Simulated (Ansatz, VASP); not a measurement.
## Ca: VASP beside Ansatz

```
Ca
1.0
     0.00000    2.79420    2.79420
     2.79420    0.00000    2.79420
     2.79420    2.79420    0.00000
Ca
1
Direct
  0.00000 0.00000 0.00000
```

Alike in both runs: task relaxation of cell and atoms; functional PBE; k mesh 12 × 12 × 12; occupations fermi-dirac, width 0.05 eV; no spin polarisation.

|  | VASP | Ansatz |
| --- | --- | --- |
| version | VASP 6.6.1 | Ansatz 0.2.0 |
| potentials or method | VASP PAW PBE potentials, release 64 (Ca_sv), cutoff 600 eV | plane-wave PAW DFT |
| valence electrons in the cell | 10 | 10 |

|  | VASP | Ansatz | Ansatz less VASP |
| --- | --- | --- | --- |
| relaxed volume (Å³/atom) | 42.21 | 42.17 | -0.038 |
| relaxed cell length with the largest relative difference (Å) | 3.908 | 3.907 | -0.0012 |
